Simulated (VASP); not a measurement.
# Cl (Pm-3m) in VASP: notebook, part 2 of 2

VASP 6.6.1. Earlier steps stand in the parts before.

**3. Single point, LDA (volume scaled by 0.5)**

INCAR reads:

```
PREC = Accurate
ENCUT = 520
EDIFF = 1E-7
ISMEAR = -1
SIGMA = 0.08
LREAL = False
LASPH = True
NELM = 100
ALGO = Normal
ISIF = 2
LWAVE = False
LCHARG = True
LELF = True
LVHAR = True
NBANDS = 10
```

KPOINTS reads:

```
Automatic mesh
0
Gamma
  15 15 15
```

POSCAR reads:

```
Cl
1.0
    2.1794168765      0.0000000000      0.0000000000
    0.0000000000      2.1794168765      0.0000000000
    0.0000000000      0.0000000000      2.1794168765
Cl
1
Direct
    0.0000000000      0.0000000000      0.0000000000
```

Potentials or basis: VASP PAW LDA potentials, release 64 (Cl).

Started as:

```bash
$ cat potpaw_LDA.64/Cl/POTCAR > POTCAR
$ mpirun -np 1 vasp_std > vasp.out
```

OUTCAR:

```text
PREC = Accurate
   ENCUT = 520
   EDIFF = 1E-7
   ISMEAR = -1
   LREAL = False
   LASPH = True
   NELM = 100
   ISIF = 2

 ion  position               nearest neighbor table
   1  0.000  0.000  0.000-

  LATTYP: Found a simple cubic cell.
 ALAT       =     2.1794168765

  Lattice vectors:

 A1 = (   2.1794168765,   0.0000000000,   0.0000000000)
 A2 = (   0.0000000000,   2.1794168765,   0.0000000000)
 A3 = (   0.0000000000,   0.0000000000,   2.1794168765)

Analysis of symmetry for initial positions (statically):
=====================================================================
 Subroutine PRICEL returns:
 Original cell was already a primitive cell.

 Routine SETGRP: Setting up the symmetry group for a
 simple cubic supercell.

 Subroutine GETGRP returns: Found 48 space group operations
 (whereof 48 operations were pure point group operations)
 out of a pool of 48 trial point group operations.

The static configuration has the point symmetry O_h .

Analysis of symmetry for dynamics (positions and initial velocities):
=====================================================================
 Subroutine PRICEL returns:
 Original cell was already a primitive cell.

 Routine SETGRP: Setting up the symmetry group for a
 simple cubic supercell.

 Subroutine GETGRP returns: Found 48 space group operations
 (whereof 48 operations were pure point group operations)
 out of a pool of 48 trial point group operations.

The dynamic configuration has the point symmetry O_h .

 Subroutine INISYM returns: Found 48 space group operations
 (whereof 48 operations are pure point group operations),
 and found     1 'primitive' translations

----------------------------------------------------------------------------------------

                                     Primitive cell

  volume of cell :      10.3519

  direct lattice vectors                    reciprocal lattice vectors
     2.179416876  0.000000000  0.000000000     0.458838330  0.000000000  0.000000000
     0.000000000  2.179416876  0.000000000     0.000000000  0.458838330  0.000000000
     0.000000000  0.000000000  2.179416876     0.000000000  0.000000000  0.458838330

  length of vectors
     2.179416876  2.179416876  2.179416876     0.458838330  0.458838330  0.458838330

  position of ions in fractional coordinates (direct lattice)
     0.000000000  0.000000000  0.000000000

  ion indices of the primitive-cell ions
   primitive index   ion index
                 1           1

----------------------------------------------------------------------------------------

 KPOINTS: Automatic mesh

Automatic generation of k-mesh.
 Grid dimensions read from file:
 generate k-points for:   15   15   15

 Generating k-lattice:

  Cartesian coordinates                     Fractional coordinates (reciprocal lattice)
     0.030589222  0.000000000  0.000000000     0.066666667  0.000000000  0.000000000
     0.000000000  0.030589222  0.000000000     0.000000000  0.066666667  0.000000000
     0.000000000  0.000000000  0.030589222     0.000000000  0.000000000  0.066666667

  Length of vectors
     0.030589222  0.030589222  0.030589222

  Shift w.r.t. Gamma in fractional coordinates (k-lattice)
     0.000000000  0.000000000  0.000000000

 Subroutine IBZKPT returns following result:
 ===========================================

 Found    120 irreducible k-points:

 Following reciprocal coordinates:
            Coordinates               Weight
  0.000000  0.000000  0.000000      1.000000
  0.066667  0.000000  0.000000      6.000000
  0.133333  0.000000  0.000000      6.000000
  0.200000  0.000000  0.000000      6.000000
  0.266667  0.000000  0.000000      6.000000
  0.333333  0.000000  0.000000      6.000000
[... 16 lines left out ...]
  0.266667  0.200000  0.000000     24.000000
  0.333333  0.200000  0.000000     24.000000
 [... further k-points ...]
   k-points           NKPTS =    120   k-points in BZ     NKDIM =    120   number of bands    NBANDS=     10
   number of dos      NEDOS =    301   number of ions     NIONS =      1
   total plane-waves  NPLWV =   4096
   dimension x,y,z NGX =    16 NGY =   16 NGZ =   16
   dimension x,y,z NGXF=    32 NGYF=   32 NGZF=   32
   ions per type =               1
   NGX,Y,Z   is equivalent  to a cutoff of  12.20, 12.20, 12.20 a.u.
   NGXF,Y,Z  is equivalent  to a cutoff of  24.41, 24.41, 24.41 a.u.
 SYSTEM =  unknown system
   PREC   = accura    normal or accurate (medium, high low for compatibility)
   ISTART =      0    job   : 0-new  1-cont  2-samecut
   ICHARG =      2    charge: 1-file 2-atom 10-const
   ISPIN  =      1    spin polarized calculation?
   LNONCOLLINEAR =      F non collinear calculations
   LSORBIT =      F    spin-orbit coupling
   LASPH  =      T    aspherical Exc in radial PAW
   ENCUT  =  520.0 eV  38.22 Ry    6.18 a.u.   4.05  4.05  4.05*2*pi/ulx,y,z
   NELM   =    100;   NELMIN=  2; NELMDL= -5     # of ELM steps
   EDIFF  = 0.1E-06   stopping-criterion for ELM
   LREAL  =      F    real-space projection
   EDIFFG = 0.1E-05   stopping-criterion for IOM
   NSW    =      0    number of steps for IOM
   IBRION =     -1    ionic relax: 0-MD 1-quasi-New 2-CG
   NFREE  =      0    steps in history (QN), initial steepest desc. (CG)
   ISIF   =      2    stress and relaxation
   ISYM   =      2    0-nonsym 1-usesym 2-fastsym
   POTIM  = 0.5000    time-step for ionic-motion
   TEBEG  =    0.0;   TEEND  =   0.0 temperature during run
   PSTRESS=    0.0 pullay stress
   NELECT =       7.0000    total number of electrons
   NUPDOWN=      -1.0000    fix difference up-down
   EMIN   =  10.00;   EMAX   =-10.00  energy-range for DOS
   EFERMI =   0.00;   METHOD = LEGACY
   ISMEAR =    -1;   SIGMA  =   0.08  broadening in eV -4-tet -1-fermi 0-gaus
   EFERMI_NEDOS =   21; number of points for ismear=-14 and -15
   IALGO  =     38    algorithm
   IMIX   =      4    mixing-type and parameters
     AMIX     =   0.40;   BMIX     =  1.00
     AMIX_MAG =   1.60;   BMIX_MAG =  1.00
  volume/ion in A,a.u.               =      10.35        69.86
  Fermi-wavevector in a.u.,A,eV,Ry     =   1.436924  2.715393 28.092646  2.064751
  Thomas-Fermi vector in A             =   2.556059
   LORBIT       =      0    0 simple, 1 ext, 2 COOP (PROOUT), +10 PAW based schemes
   GGA     = CA    functional components
   LHFCALC =     F    Hartree Fock is set to
   AEXX    =    0.0000 exact exchange contribution
   IVDW    =     0    specifies the selected vdW correction
   LEPSILON=     F    determine dielectric tensor
   LRPA    =     F    only Hartree local field effects (RPA)
 non-spin polarized calculation
  energy-cutoff  :      520.00
  volume of cell :       10.35
 maximum number of plane-waves:       290
   NGX =  9   NGY =  9   NGZ =  9

 number of electron       7.0000000 magnetization

 Free energy of the ion-electron system (eV)
  ---------------------------------------------------
  ext. energy  EPLUGINS =         0.00000000
  ---------------------------------------------------
  free energy    TOTEN  =         1.29752509 eV

  energy without entropy =        1.30936823  energy(sigma->0) =        1.30344666

 E-fermi :  15.4144     XC(G=0): -13.3927

 val. band max:       15.3840010862   @ k =   0.2667   0.1333   0.0667
 cond. band min:      15.4189898092   @ k =   0.4667   0.1333   0.1333
 fundamental gap:      0.0349887230
 Fermi energy:        15.4143509021

 k-point     1 :       0.0000    0.0000    0.0000
  band No.  band energies     occupation
      1     -10.3893      2.00000
      2      14.9223      1.99575
      3      14.9223      1.99575
      4      14.9223      1.99575
      5      20.7631      0.00000
      6      20.7631      0.00000
      7      27.6281      0.00000
      8      42.0233      0.00000
      9      42.0233      0.00000
     10      42.0233      0.00000

 k-point     2 :       0.0667    0.0000    0.0000
  band No.  band energies     occupation
      1     -10.2712      2.00000
      2      13.5650      2.00000
      3      15.0054      1.98802
      4      15.0054      1.98802
      5      20.8600      0.00000
      6      22.0247      0.00000
      7      27.9980      0.00000
      8      41.0006      0.00000
      9      41.0006      0.00000
     10      42.0884      0.00000
[... 274 lines left out ...]
 k-point    24 :       0.3333    0.2000    0.0000
  band No.  band energies     occupation
      1      -6.5817      2.00000
      2       4.4161      2.00000
      3      10.6412      2.00000
      4      17.3385      0.00000
      5      24.0073      0.00000
      6      26.5656      0.00000
      7      33.1014      0.00000
      8      34.0465      0.00000
      9      37.2622      0.00000
     10      38.2151      0.00000

 [... further k-points ...]
[... 5 lines left out ...]
  --------------------------------------------------------------------------------------
  -------------------------------------------------------------------------------------
  Total       10.2512304     10.2512304     10.2512304     -0.0000000     -0.0000000      0.0000000
  in kB     1586.5934143   1586.5934143   1586.5934143     -0.0000000     -0.0000000      0.0000000
  external PRESSURE =    1586.5934143 kB  Pullay stress =       0.0000000 kB

 VOLUME and BASIS-vectors are now :
 -----------------------------------------------------------------------------
  energy-cutoff  :      520.00
  volume of cell :       10.35
      direct lattice vectors                 reciprocal lattice vectors
     2.179416876  0.000000000  0.000000000     0.458838330  0.000000000  0.000000000
     0.000000000  2.179416876  0.000000000     0.000000000  0.458838330  0.000000000
     0.000000000  0.000000000  2.179416876     0.000000000  0.000000000  0.458838330

 POSITION                                       TOTAL-FORCE (eV/Angst)
 -----------------------------------------------------------------------------------
      0.00000      0.00000      0.00000         0.000000      0.000000      0.000000
 -----------------------------------------------------------------------------------
    total drift:                                0.000000     -0.000000     -0.000000

  FREE ENERGIE OF THE ION-ELECTRON SYSTEM (eV)
  ---------------------------------------------------
  free  energy   TOTEN  =         1.2975250928 eV

  energy  without entropy=        1.3093682287  energy(sigma->0) =        1.30344666
```

stdout:

```text
POSCAR found type information on POSCAR Cl
 POSCAR found :  1 types and       1 ions
 scaLAPACK will be used
 LDA part: xc-table for (Slater(with rela. corr.)+CA(PZ))
 , standard interpolation
 POSCAR, INCAR and KPOINTS ok, starting setup
 FFT: planning ... GRIDC
 FFT: planning ... GRID_SOFT
 FFT: planning ... GRID
 WAVECAR not read
 entering main loop
```

Run time: 1.9 s. Hardware: 1 thread of Intel Xeon 6975P-C (Granite Rapids), shared host; peak memory 0.11 GiB.

Results:

```
Free energy : 1.2975 eV
Pressure    : 158.7 GPa
```

Caveat: an odd number of electrons without spin polarisation forces a metal; a magnetic or distorted state may lie lower.

**4. Single point, LDA (volume scaled by 0.58)**

INCAR reads:

```
ALGO = Normal
EDIFF = 1E-7
ENCUT = 520
ISIF = 2
ISMEAR = -1
LASPH = T
LCHARG = T
LELF = T
LREAL = F
LVHAR = T
LWAVE = F
NBANDS = 10
NELM = 80
PREC = Accurate
SIGMA = 0.08
```

KPOINTS reads:

```
k-points
0
Gamma
  15 15 15
```

POSCAR reads:

```
Cl
1.0
    2.2899516143      0.0000000000      0.0000000000
    0.0000000000      2.2899516143      0.0000000000
    0.0000000000      0.0000000000      2.2899516143
Cl
1
Direct
    0.0000000000      0.0000000000      0.0000000000
```

Potentials or basis: VASP PAW LDA potentials, release 64 (Cl).

Started as:

```bash
$ cat potpaw_LDA.64/Cl/POTCAR > POTCAR
$ mpirun -np 1 vasp_std > vasp.out
```

OUTCAR:

```text
EDIFF = 1E-7
   ENCUT = 520
   ISIF = 2
   ISMEAR = -1
   LASPH = T
   LREAL = F
   NELM = 80
   PREC = Accurate

 ion  position               nearest neighbor table
   1  0.000  0.000  0.000-

  LATTYP: Found a simple cubic cell.
 ALAT       =     2.2899516143

  Lattice vectors:

 A1 = (   2.2899516143,   0.0000000000,   0.0000000000)
 A2 = (   0.0000000000,   2.2899516143,   0.0000000000)
 A3 = (   0.0000000000,   0.0000000000,   2.2899516143)

Analysis of symmetry for initial positions (statically):
=====================================================================
 Subroutine PRICEL returns:
 Original cell was already a primitive cell.

 Routine SETGRP: Setting up the symmetry group for a
 simple cubic supercell.

 Subroutine GETGRP returns: Found 48 space group operations
 (whereof 48 operations were pure point group operations)
 out of a pool of 48 trial point group operations.

The static configuration has the point symmetry O_h .

Analysis of symmetry for dynamics (positions and initial velocities):
=====================================================================
 Subroutine PRICEL returns:
 Original cell was already a primitive cell.
[... 155 lines left out ...]

 val. band max:       12.2371701536   @ k =   0.1333   0.1333   0.0000
 cond. band min:      12.2853991766   @ k =   0.2000   0.0000   0.0000
 fundamental gap:      0.0482290230
 Fermi energy:        12.2668579237

 k-point     1 :       0.0000    0.0000    0.0000
  band No.  band energies     occupation
      1     -11.1174      2.00000
      2      11.7015      1.99830
      3      11.7015      1.99830
      4      11.7015      1.99830
      5      18.6435      0.00000
      6      18.6435      0.00000
      7      23.1022      0.00000
      8      37.3293      0.00000
      9      37.3293      0.00000
     10      37.3293      0.00000
[... 287 lines left out ...]
 k-point    24 :       0.3333    0.2000    0.0000
  band No.  band energies     occupation
      1      -7.8805      2.00000
      2       2.8143      2.00000
      3       8.1034      2.00000
      4      13.6481      0.00000
      5      21.1877      0.00000
      6      23.3166      0.00000
      7      29.4988      0.00000
      8      29.6683      0.00000
      9      32.6304      0.00000
     10      33.9795      0.00000

 [... further k-points ...]
[... 5 lines left out ...]
  --------------------------------------------------------------------------------------
  -------------------------------------------------------------------------------------
  Total        7.7310905      7.7310905      7.7310905     -0.0000000     -0.0000000     -0.0000000
  in kB     1031.5075782   1031.5075782   1031.5075782     -0.0000000     -0.0000000     -0.0000000
  external PRESSURE =    1031.5075782 kB  Pullay stress =       0.0000000 kB

 VOLUME and BASIS-vectors are now :
 -----------------------------------------------------------------------------
  energy-cutoff  :      520.00
  volume of cell :       12.01
      direct lattice vectors                 reciprocal lattice vectors
     2.289951614  0.000000000  0.000000000     0.436690450  0.000000000  0.000000000
     0.000000000  2.289951614  0.000000000     0.000000000  0.436690450  0.000000000
     0.000000000  0.000000000  2.289951614     0.000000000  0.000000000  0.436690450

 POSITION                                       TOTAL-FORCE (eV/Angst)
 -----------------------------------------------------------------------------------
      0.00000      0.00000      0.00000         0.000000      0.000000      0.000000
 -----------------------------------------------------------------------------------
    total drift:                               -0.000000      0.000000      0.000000

  FREE ENERGIE OF THE ION-ELECTRON SYSTEM (eV)
  ---------------------------------------------------
  free  energy   TOTEN  =        -0.0570342295 eV

  energy  without entropy=       -0.0478150409  energy(sigma->0) =       -0.05242464
```

OSZICAR:

```text
N       E                     dE             d eps       ncg     rms          rms(c)
DAV:   1     0.160241510324E+02    0.16024E+02   -0.33345E+03  2514   0.561E+02
DAV:   2     0.296337649142E+00   -0.15728E+02   -0.14599E+02  3250   0.105E+02
DAV:   3    -0.104054162264E+00   -0.40039E+00   -0.38841E+00  2826   0.131E+01
DAV:   4    -0.104946931952E+00   -0.89277E-03   -0.89270E-03  2782   0.775E-01
DAV:   5    -0.104948946285E+00   -0.20143E-05   -0.20152E-05  2880   0.349E-02    0.281E+01
DAV:   6    -0.678063806205E-01    0.37143E-01   -0.36795E-02  2544   0.109E+00    0.166E+01
DAV:   7    -0.578528129107E-01    0.99536E-02   -0.44564E-02  2594   0.120E+00    0.534E-01
DAV:   8    -0.570314778147E-01    0.82134E-03   -0.27218E-03  2502   0.317E-01    0.357E-02
DAV:   9    -0.570340665041E-01   -0.25887E-05   -0.22451E-05  2780   0.389E-02    0.133E-02
DAV:  10    -0.570341754767E-01   -0.10897E-06   -0.93931E-07  2576   0.581E-03    0.599E-03
DAV:  11    -0.570342294760E-01   -0.53999E-07   -0.10159E-07  2512   0.218E-03
   1 F= -.57034229E-01 E0= -.52424635E-01  d E =-.921919E-02
```

stdout:

```text
POSCAR found type information on POSCAR Cl
 POSCAR found :  1 types and       1 ions
 scaLAPACK will be used
 LDA part: xc-table for (Slater(with rela. corr.)+CA(PZ))
 , standard interpolation
 POSCAR, INCAR and KPOINTS ok, starting setup
 FFT: planning ... GRIDC
 FFT: planning ... GRID_SOFT
 FFT: planning ... GRID
 WAVECAR not read
 entering main loop
```

Wall time 4.1 s (1 thread of Intel Xeon 6975P-C (Granite Rapids), shared host); peak memory 0.11 GiB.

What came out:

* Free energy: -0.0570 eV
* Pressure: 103.2 GPa

Caveat: an odd number of electrons without spin polarisation forces a metal; a magnetic or distorted state may lie lower.
